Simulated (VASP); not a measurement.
# Cs (Im-3m) in VASP: a series of runs

Runs on Cs. Level: r2SCAN. Tasks: single point, relaxation of volume and atoms at fixed shape.

All numbers are computed with VASP 6.6.1; they aren't measurements. Logs are shortened: lines on timing, memory, paths and dates and some standing lists are left out, and cuts for length are marked.

### Step 1. The cell of the first run

Symmetry: Im-3m, No. 229, cubic system. The conventional cell has a = 6.235 Å, b = 6.235 Å, c = 6.235 Å, α = 90.00°, β = 90.00°, γ = 90.00°.

### Step 2. Single point, r2SCAN

POSCAR reads:

```
Cs
1.0
   -3.1172552754      3.1172552754      3.1172552754
    3.1172552754     -3.1172552754      3.1172552754
    3.1172552754      3.1172552754     -3.1172552754
Cs
1
Direct
    0.0000000000      0.0000000000      0.0000000000
```

INCAR.step1 reads:

```
  PREC = Accurate
  ENCUT = 550
  ISMEAR = -1
  SIGMA = 0.05
  LREAL = False
  LASPH = True
  NELM = 120
  NBANDS = 10
  GGA = PE
  ALGO = Normal
  EDIFF = 1E-5
  LWAVE = True
  LCHARG = False
  GGA_COMPAT = False
```

INCAR.step2 reads:

```
  PREC = Accurate
  ENCUT = 550
  EDIFF = 1E-6
  ISMEAR = -1
  SIGMA = 0.05
  LREAL = False
  LASPH = True
  NELM = 120
  ALGO = Normal
  ISIF = 2
  LWAVE = False
  LCHARG = True
  METAGGA = R2SCAN
  LMIXTAU = True
  LELF = True
  LVHAR = True
  NBANDS = 10
  ISTART = 1
  GGA_COMPAT = False
```

KPOINTS reads:

```
Automatic mesh
0
Gamma
  5 5 5
```

Potentials or basis: VASP PAW PBE potentials, release 64 (Cs_sv).

Launch:

```bash
cat potpaw_PBE.64/Cs_sv/POTCAR > POTCAR
cp INCAR.step1 INCAR
mpirun -np 1 vasp_std > vasp.out
cp INCAR.step2 INCAR
mpirun -np 1 vasp_std > vasp.out
```

OUTCAR:

```text
PREC = Accurate
   ENCUT = 550
   EDIFF = 1E-6
   ISMEAR = -1
   LREAL = False
   LASPH = True
   NELM = 120
   ISIF = 2
   METAGGA = R2SCAN
   ISTART = 1

 ion  position               nearest neighbor table
   1  0.000  0.000  0.000-

  LATTYP: Found a body centered cubic cell.
 ALAT       =     6.2345105508

  Lattice vectors:

 A1 = (  -3.1172552754,   3.1172552754,   3.1172552754)
 A2 = (   3.1172552754,  -3.1172552754,   3.1172552754)
 A3 = (   3.1172552754,   3.1172552754,  -3.1172552754)

Analysis of symmetry for initial positions (statically):
=====================================================================
 Subroutine PRICEL returns:
 Original cell was already a primitive cell.

 Routine SETGRP: Setting up the symmetry group for a
 body centered cubic supercell.

 Subroutine GETGRP returns: Found 48 space group operations
 (whereof 48 operations were pure point group operations)
 out of a pool of 48 trial point group operations.

The static configuration has the point symmetry O_h .

Analysis of symmetry for dynamics (positions and initial velocities):
=====================================================================
 Subroutine PRICEL returns:
 Original cell was already a primitive cell.

 Routine SETGRP: Setting up the symmetry group for a
 body centered cubic supercell.

 Subroutine GETGRP returns: Found 48 space group operations
 (whereof 48 operations were pure point group operations)
 out of a pool of 48 trial point group operations.

The dynamic configuration has the point symmetry O_h .

 Subroutine INISYM returns: Found 48 space group operations
 (whereof 48 operations are pure point group operations),
 and found     1 'primitive' translations

----------------------------------------------------------------------------------------

                                     Primitive cell

  volume of cell :     121.1650

  direct lattice vectors                    reciprocal lattice vectors
    -3.117255275  3.117255275  3.117255275     0.000000000  0.160397515  0.160397515
     3.117255275 -3.117255275  3.117255275     0.160397515  0.000000000  0.160397515
     3.117255275  3.117255275 -3.117255275     0.160397515  0.160397515  0.000000000

  length of vectors
     5.399244517  5.399244517  5.399244517     0.226836341  0.226836341  0.226836341

  position of ions in fractional coordinates (direct lattice)
     0.000000000  0.000000000  0.000000000

  ion indices of the primitive-cell ions
   primitive index   ion index
                 1           1

----------------------------------------------------------------------------------------

 KPOINTS: Automatic mesh

Automatic generation of k-mesh.
 Grid dimensions read from file:
 generate k-points for:    5    5    5

 Generating k-lattice:

  Cartesian coordinates                     Fractional coordinates (reciprocal lattice)
     0.000000000  0.032079503  0.032079503     0.200000000  0.000000000  0.000000000
     0.032079503  0.000000000  0.032079503     0.000000000  0.200000000  0.000000000
     0.032079503  0.032079503  0.000000000     0.000000000  0.000000000  0.200000000

  Length of vectors
     0.045367268  0.045367268  0.045367268

  Shift w.r.t. Gamma in fractional coordinates (k-lattice)
     0.000000000  0.000000000  0.000000000

 Subroutine IBZKPT returns following result:
 ===========================================

 Found     10 irreducible k-points:

 Following reciprocal coordinates:
            Coordinates               Weight
  0.000000  0.000000  0.000000      1.000000
  0.200000  0.000000  0.000000     12.000000
  0.400000  0.000000  0.000000     12.000000
  0.200000  0.200000  0.000000     24.000000
  0.400000  0.200000 -0.000000     24.000000
  0.200000  0.200000  0.200000      8.000000
 -0.200000  0.200000  0.200000      6.000000
 -0.400000  0.400000  0.200000     24.000000
 -0.400000 -0.400000  0.200000      8.000000
 -0.400000  0.400000  0.400000      6.000000
   k-points           NKPTS =     10   k-points in BZ     NKDIM =     10   number of bands    NBANDS=     10
   number of dos      NEDOS =    301   number of ions     NIONS =      1
   total plane-waves  NPLWV =  74088
   dimension x,y,z NGX =    42 NGY =   42 NGZ =   42
   dimension x,y,z NGXF=    84 NGYF=   84 NGZF=   84
   ions per type =               1
   NGX,Y,Z   is equivalent  to a cutoff of  12.93, 12.93, 12.93 a.u.
   NGXF,Y,Z  is equivalent  to a cutoff of  25.86, 25.86, 25.86 a.u.
 SYSTEM =  unknown system
   PREC   = accura    normal or accurate (medium, high low for compatibility)
   ISTART =      1    job   : 0-new  1-cont  2-samecut
   ICHARG =      0    charge: 1-file 2-atom 10-const
   ISPIN  =      1    spin polarized calculation?
   LNONCOLLINEAR =      F non collinear calculations
   LSORBIT =      F    spin-orbit coupling
   LASPH  =      T    aspherical Exc in radial PAW
   ENCUT  =  550.0 eV  40.42 Ry    6.36 a.u.  10.32 10.32 10.32*2*pi/ulx,y,z
   NELM   =    120;   NELMIN=  2; NELMDL=  0     # of ELM steps
   EDIFF  = 0.1E-05   stopping-criterion for ELM
   LREAL  =      F    real-space projection
   EDIFFG = 0.1E-04   stopping-criterion for IOM
   NSW    =      0    number of steps for IOM
   IBRION =     -1    ionic relax: 0-MD 1-quasi-New 2-CG
   NFREE  =      0    steps in history (QN), initial steepest desc. (CG)
   ISIF   =      2    stress and relaxation
   ISYM   =      2    0-nonsym 1-usesym 2-fastsym
   POTIM  = 0.5000    time-step for ionic-motion
   TEBEG  =    0.0;   TEEND  =   0.0 temperature during run
   PSTRESS=    0.0 pullay stress
   NELECT =       9.0000    total number of electrons
   NUPDOWN=      -1.0000    fix difference up-down
   EMIN   =  10.00;   EMAX   =-10.00  energy-range for DOS
   EFERMI =   0.00;   METHOD = LEGACY
   ISMEAR =    -1;   SIGMA  =   0.05  broadening in eV -4-tet -1-fermi 0-gaus
   EFERMI_NEDOS =   21; number of points for ismear=-14 and -15
   IALGO  =     38    algorithm
   IMIX   =      4    mixing-type and parameters
     AMIX     =   0.40;   BMIX     =  1.00
     AMIX_MAG =   1.60;   BMIX_MAG =  1.00
  volume/ion in A,a.u.               =     121.16       817.66
  Fermi-wavevector in a.u.,A,eV,Ry     =   0.688171  1.300455  6.443446  0.473580
  Thomas-Fermi vector in A             =   1.768896
   LORBIT       =      0    0 simple, 1 ext, 2 COOP (PROOUT), +10 PAW based schemes
   METAGGA = R2SCAN    functional components
   LHFCALC =     F    Hartree Fock is set to
   AEXX    =    0.0000 exact exchange contribution
   IVDW    =     0    specifies the selected vdW correction
   LEPSILON=     F    determine dielectric tensor
   LRPA    =     F    only Hartree local field effects (RPA)
 non-spin polarized calculation
  energy-cutoff  :      550.00
  volume of cell :      121.16
 maximum number of plane-waves:      3559
 NGX is ok and might be reduce to    42
   NGX = 21   NGY = 21   NGZ = 21

 number of electron       9.0000000 magnetization

 Free energy of the ion-electron system (eV)
  ---------------------------------------------------
  ext. energy  EPLUGINS =         0.00000000
  ---------------------------------------------------
  free energy    TOTEN  =       -25.02988056 eV

  energy without entropy =      -25.01765853  energy(sigma->0) =      -25.02376954

 E-fermi :   0.4509     XC(G=0):  -5.4995

 val. band max:        0.1630687901   @ k =   0.4000   0.0000   0.0000
 cond. band min:       0.4900232099   @ k =  -0.4000   0.4000   0.2000
 fundamental gap:      0.3269544198
 Fermi energy:         0.4508726561

 k-point     1 :       0.0000    0.0000    0.0000
  band No.  band energies     occupation
      1     -24.4099      2.00000
      2     -10.7833      2.00000
      3     -10.7833      2.00000
      4     -10.7833      2.00000
      5      -1.3124      2.00000
      6       3.1954      0.00000
      7       3.1954      0.00000
      8       3.1954      0.00000
      9       4.0352      0.00000
     10       4.0352      0.00000

 k-point     2 :       0.2000    0.0000    0.0000
  band No.  band energies     occupation
      1     -24.4079      2.00000
      2     -10.8247      2.00000
      3     -10.7965      2.00000
      4     -10.7835      2.00000
      5      -0.8828      2.00000
      6       2.5759      0.00000
      7       2.7813      0.00000
      8       3.6248      0.00000
      9       3.8288      0.00000
     10       3.9817      0.00000

 k-point     3 :       0.4000    0.0000    0.0000
  band No.  band energies     occupation
      1     -24.4047      2.00000
      2     -10.8895      2.00000
      3     -10.8175      2.00000
      4     -10.7838      2.00000
      5       0.1631      1.99369
      6       1.4949      0.00000
      7       2.3332      0.00000
      8       3.9785      0.00000
      9       4.2671      0.00000
     10       4.8238      0.00000

 k-point     4 :       0.2000    0.2000    0.0000
  band No.  band energies     occupation
      1     -24.4054      2.00000
      2     -10.8678      2.00000
      3     -10.8147      2.00000
      4     -10.7924      2.00000
      5      -0.1204      1.99998
      6       1.9075      0.00000
      7       2.2525      0.00000
      8       3.7608      0.00000
      9       4.2568      0.00000
     10       4.4486      0.00000

 k-point     5 :       0.4000    0.2000   -0.0000
  band No.  band energies     occupation
      1     -24.4038      2.00000
      2     -10.8857      2.00000
      3     -10.8370      2.00000
      4     -10.7949      2.00000
      5       0.8698      0.00046
      6       1.1899      0.00000
      7       1.9467      0.00000
      8       3.7655      0.00000
      9       4.4238      0.00000
     10       4.6756      0.00000

 k-point     6 :       0.2000    0.2000    0.2000
  band No.  band energies     occupation
      1     -24.4041      2.00000
      2     -10.8706      2.00000
      3     -10.8217      2.00000
      4     -10.8217      2.00000
      5       0.8268      0.00108
      6       1.6101      0.00000
      7       1.6101      0.00000
      8       3.7063      0.00000
      9       4.5073      0.00000
     10       4.5073      0.00000

 k-point     7 :      -0.2000    0.2000    0.2000
  band No.  band energies     occupation
      1     -24.4061      2.00000
      2     -10.8305      2.00000
      3     -10.8103      2.00000
      4     -10.8103      2.00000
      5      -0.4838      2.00000
      6       2.4656      0.00000
      7       2.8542      0.00000
      8       2.8542      0.00000
      9       3.6775      0.00000
     10       4.4841      0.00000

 k-point     8 :      -0.4000    0.4000    0.2000
  band No.  band energies     occupation
      1     -24.4032      2.00000
      2     -10.8790      2.00000
      3     -10.8326      2.00000
      4     -10.8130      2.00000
      5       0.4900      0.62734
      6       1.5054      0.00000
      7       2.6492      0.00000
      8       2.8993      0.00000
      9       4.0521      0.00000
     10       4.6980      0.00000

 k-point     9 :      -0.4000   -0.4000    0.2000
  band No.  band energies     occupation
      1     -24.4018      2.00000
      2     -10.8679      2.00000
      3     -10.8679      2.00000
      4     -10.8193      2.00000
      5       1.2108      0.00000
      6       1.2108      0.00000
      7       1.9692      0.00000
      8       3.7034      0.00000
      9       3.7034      0.00000
     10       4.7438      0.00000

 k-point    10 :      -0.4000    0.4000    0.4000
  band No.  band energies     occupation
      1     -24.4007      2.00000
      2     -10.8643      2.00000
      3     -10.8567      2.00000
      4     -10.8567      2.00000
      5       0.9888      0.00004
      6       1.2627      0.00000
      7       3.2246      0.00000
      8       3.2480      0.00000
      9       3.2480      0.00000
     10       4.7997      0.00000

------------------------ aborting loop because EDIFF is reached ----------------------------------------

  FORCE on cell =-STRESS in cart. coord.  units (eV):
  Direction    XX          YY          ZZ          XY          YZ          ZX
  --------------------------------------------------------------------------------------
  -------------------------------------------------------------------------------------
  Total        0.0098937      0.0098937      0.0098937      0.0000000     -0.0000000      0.0000000
  in kB        0.1308259      0.1308259      0.1308259      0.0000000     -0.0000000      0.0000000
  external PRESSURE =       0.1308259 kB  Pullay stress =       0.0000000 kB

 VOLUME and BASIS-vectors are now :
 -----------------------------------------------------------------------------
  energy-cutoff  :      550.00
  volume of cell :      121.16
      direct lattice vectors                 reciprocal lattice vectors
    -3.117255275  3.117255275  3.117255275     0.000000000  0.160397515  0.160397515
     3.117255275 -3.117255275  3.117255275     0.160397515  0.000000000  0.160397515
     3.117255275  3.117255275 -3.117255275     0.160397515  0.160397515  0.000000000

 POSITION                                       TOTAL-FORCE (eV/Angst)
 -----------------------------------------------------------------------------------
      0.00000      0.00000      0.00000        -0.000000     -0.000000      0.000000
 -----------------------------------------------------------------------------------
    total drift:                                0.000000      0.000000      0.000000

  FREE ENERGIE OF THE ION-ELECTRON SYSTEM (eV)
  ---------------------------------------------------
  free  energy   TOTEN  =       -25.0298805562 eV

  energy  without entropy=      -25.0176585321  energy(sigma->0) =      -25.02376954
```

Wall time 73 s (1 thread of AMD EPYC 7R43 (Zen 3), shared host); peak memory 0.23 GiB.

Results:

| Quantity | Value |
| --- | --- |
| Free energy | -25.0299 eV |
| Pressure | 0.0 GPa |
| Band gap on the k mesh | zero (an odd number of electrons rules out a gap without spin polarisation) |

Caveat: the PAW data sets were made with another functional, which shifts forces and pressure a little; spin-orbit coupling is left out, which moves the levels of the heavy elements.

(Continued in part 2 of 2.)

The gap in the log of VASP goes by the Fermi energy; the results here count the filled bands.